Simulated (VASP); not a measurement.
# InSe (P6_3/mmc) in VASP: a series of runs, part 2 of 2

VASP 6.6.1.

## 3. Single point, PBE+D3(BJ) (volume scaled by 0.94, then relaxed in part)

INCAR

```
SYSTEM = InSe
PREC = Accurate ; ENCUT = 520
EDIFF = 1E-7 ; ISMEAR = 0
SIGMA = 0.02 ; LREAL = .False.
LASPH = .True. ; NELM = 60
ALGO = Normal ; ISIF = 2
LWAVE = .False. ; LCHARG = .False.
GGA = PE ; IVDW = 12
NBANDS = 48
```

KPOINTS

```
regular mesh
0
Gamma
  12 12 2
  0 0 0
```

POSCAR

```
InSe
1.0
    3.9639374231      0.0000000000      0.0000000000
   -1.9819687115      3.4328705074      0.0000000000
    0.0000000000      0.0000000000     16.3005236557
In Se
4 4
Direct
    0.3333333333      0.6666666667      0.1653391801
    0.6666666667      0.3333333333      0.6653391801
    0.3333333333      0.6666666667      0.3346608199
    0.6666666667      0.3333333333      0.8346608199
    0.3333333333      0.6666666667      0.5852046391
    0.6666666667      0.3333333333      0.0852046391
    0.3333333333      0.6666666667      0.9147953609
    0.6666666667      0.3333333333      0.4147953609
```

Potentials or basis: VASP PAW PBE potentials, release 64 (In_d, Se).

On the command line:

```bash
cat potpaw_PBE.64/In_d/POTCAR potpaw_PBE.64/Se/POTCAR > POTCAR
mpirun -np 1 vasp_std > vasp.out
```

OUTCAR:

```text
SYSTEM = InSe
   PREC = Accurate
   ENCUT = 520
   EDIFF = 1E-7
   ISMEAR = 0
   LREAL = .False.
   LASPH = .True.
   NELM = 60
   ISIF = 2
   GGA = PE
   IVDW = 12
 IVDW          = 12

 ion  position               nearest neighbor table
   1  0.333  0.667  0.165-   6 2.64   6 2.64   6 2.64   3 2.76
   2  0.667  0.333  0.665-   5 2.64   5 2.64   5 2.64   4 2.76
   3  0.333  0.667  0.335-   8 2.64   8 2.64   8 2.64   1 2.76
   4  0.667  0.333  0.835-   7 2.64   7 2.64   7 2.64   2 2.76
   5  0.333  0.667  0.585-   2 2.64   2 2.64   2 2.64
   6  0.667  0.333  0.085-   1 2.64   1 2.64   1 2.64
   7  0.333  0.667  0.915-   4 2.64   4 2.64   4 2.64
   8  0.667  0.333  0.415-   3 2.64   3 2.64   3 2.64

  LATTYP: Found a hexagonal cell.
 ALAT       =     3.9639374231
 C/A-ratio  =     4.1122050920

  Lattice vectors:

 A1 = (   3.9639374231,   0.0000000000,   0.0000000000)
 A2 = (  -1.9819687115,   3.4328705074,   0.0000000000)
 A3 = (   0.0000000000,   0.0000000000,  16.3005236557)

Analysis of symmetry for initial positions (statically):
=====================================================================
 Subroutine PRICEL returns:
 Original cell was already a primitive cell.

 Routine SETGRP: Setting up the symmetry group for a
 hexagonal supercell.

 Subroutine GETGRP returns: Found 24 space group operations
 (whereof 12 operations were pure point group operations)
 out of a pool of 24 trial point group operations.

The static configuration has the point symmetry D_3d.
 The point group associated with its full space group is D_6h.

Analysis of symmetry for dynamics (positions and initial velocities):
=====================================================================
 Subroutine PRICEL returns:
[... 144 lines left out ...]
  Fermi-wavevector in a.u.,A,eV,Ry     =   1.145559  2.164793 17.854997  1.312305
  Thomas-Fermi vector in A             =   2.282247
   LORBIT       =      0    0 simple, 1 ext, 2 COOP (PROOUT), +10 PAW based schemes
   GGA     = PE    functional components
   LHFCALC =     F    Hartree Fock is set to
   AEXX    =    0.0000 exact exchange contribution
   IVDW    =    12    specifies the selected vdW correction
   LEPSILON=     F    determine dielectric tensor
   LRPA    =     F    only Hartree local field effects (RPA)
 non-spin polarized calculation
 Gauss-broadening in eV      SIGMA  =   0.02
  energy-cutoff  :      520.00
  volume of cell :      221.81
 maximum number of plane-waves:      6031
 NGX is ok and might be reduce to    30
   NGX = 15   NGY = 15   NGZ = 61

 number of electron      75.9999977 magnetization

 Free energy of the ion-electron system (eV)
  ---------------------------------------------------
  ext. energy  EPLUGINS =         0.00000000
  ---------------------------------------------------
  free energy    TOTEN  =       -28.06535628 eV

  energy without entropy =      -28.06535628  energy(sigma->0) =      -28.06535628

 E-fermi :   4.7568     XC(G=0):  -9.1844

 val. band max:        4.6186290894   @ k =   0.0000   0.0000   0.0000
 cond. band min:       5.1076690720   @ k =   0.0000   0.0000   0.0000
 fundamental gap:      0.4890399827
 Fermi energy:         4.7567881016

 k-point     1 :       0.0000    0.0000    0.0000
  band No.  band energies     occupation
      1     -10.2458      2.00000
      2     -10.2443      2.00000
      3     -10.0439      2.00000
      4     -10.0439      2.00000
      5     -10.0431      2.00000
      6     -10.0431      2.00000
[... 1213 lines left out ...]
     47       9.1911      0.00000
     48       9.1911      0.00000

 [... further k-points ...]

------------------------ aborting loop because EDIFF is reached ----------------------------------------

 Edisp (eV)   -2.54338

 E8    (eV) :    -1.1660

  FORCE on cell =-STRESS in cart. coord.  units (eV):
  Direction    XX          YY          ZZ          XY          YZ          ZX
  --------------------------------------------------------------------------------------
  -------------------------------------------------------------------------------------
  Total       2.91521     2.91521     2.87969     0.00000     0.00000    -0.00000
  in kB      21.05688    21.05688    20.80032     0.00000     0.00000    -0.00000
  external pressure =       20.97 kB  Pullay stress =        0.00 kB

 VOLUME and BASIS-vectors are now :
 -----------------------------------------------------------------------------
  energy-cutoff  :      520.00
  volume of cell :      221.81
      direct lattice vectors                 reciprocal lattice vectors
     3.963937423  0.000000000  0.000000000     0.252274416  0.145650702  0.000000000
    -1.981968711  3.432870507  0.000000000     0.000000000  0.291301404  0.000000000
     0.000000000  0.000000000 16.300523656     0.000000000  0.000000000  0.061347722

 POSITION                                       TOTAL-FORCE (eV/Angst)
 -----------------------------------------------------------------------------------
     -0.00000      2.28858      2.69512         0.000000      0.000000      0.024154
      1.98197      1.14429     10.84538         0.000000      0.000000      0.024154
     -0.00000      2.28858      5.45515         0.000000     -0.000000     -0.024154
      1.98197      1.14429     13.60541        -0.000000     -0.000000     -0.024154
     -0.00000      2.28858      9.53914        -0.000000     -0.000000     -0.017856
      1.98197      1.14429      1.38888        -0.000000      0.000000     -0.017856
     -0.00000      2.28858     14.91164        -0.000000     -0.000000      0.017856
      1.98197      1.14429      6.76138         0.000000      0.000000      0.017856
 -----------------------------------------------------------------------------------
    total drift:                               -0.000000      0.000000      0.000000

  FREE ENERGIE OF THE ION-ELECTRON SYSTEM (eV)
  ---------------------------------------------------
  free  energy   TOTEN  =       -30.6087378999 eV

  energy  without entropy=      -30.6087378999  energy(sigma->0) =      -30.60873790
```

It took 6.7 min on 1 thread of Intel Xeon Platinum 8488C (Sapphire Rapids), shared host; peak memory 0.54 GiB.

Results:

* Free energy: -30.6087 eV
* Pressure: 2.1 GPa
* Largest force: 0.024 eV/Å
* Band gap on the k mesh: 0.49 eV, direct
* Dispersion energy per atom: -0.318 eV

Forces in eV/Å, atoms in the order of the input:
```
In   0.000  0.000  0.024
In   0.000  0.000  0.024
In   0.000  0.000 -0.024
In   0.000  0.000 -0.024
Se   0.000  0.000 -0.018
Se   0.000  0.000 -0.018
Se   0.000  0.000  0.018
Se   0.000  0.000  0.018
```

Levels at points of the mesh, in eV from the valence-band top:
| k point | band 34 | band 35 | band 36 | band 37 | band 38 | band 39 | band 40 | band 41 | band 42 | band 43 |
| --- | --- | --- | --- | --- | --- | --- | --- | --- | --- | --- |
| (0.00, 0.00, 0.00) | -1.09 | -1.09 | -1.01 | -1.01 | 0.00 | 0.49 | 2.10 | 2.31 | 2.35 | 4.27 |
| (0.50, 0.00, 0.00) | -2.34 | -2.14 | -2.13 | -1.92 | -1.35 | 1.06 | 1.09 | 2.01 | 2.13 | 3.30 |
| (0.00, 0.00, 0.50) | -1.05 | -1.05 | -1.05 | -1.00 | -1.00 | 1.44 | 1.44 | 2.36 | 2.36 | 4.37 |
| (0.50, 0.00, 0.50) | -2.40 | -2.01 | -2.01 | -1.82 | -1.82 | 1.42 | 1.42 | 1.63 | 1.63 | 3.54 |

Caveat: spin-orbit coupling is left out, which moves the levels of the heavy elements.
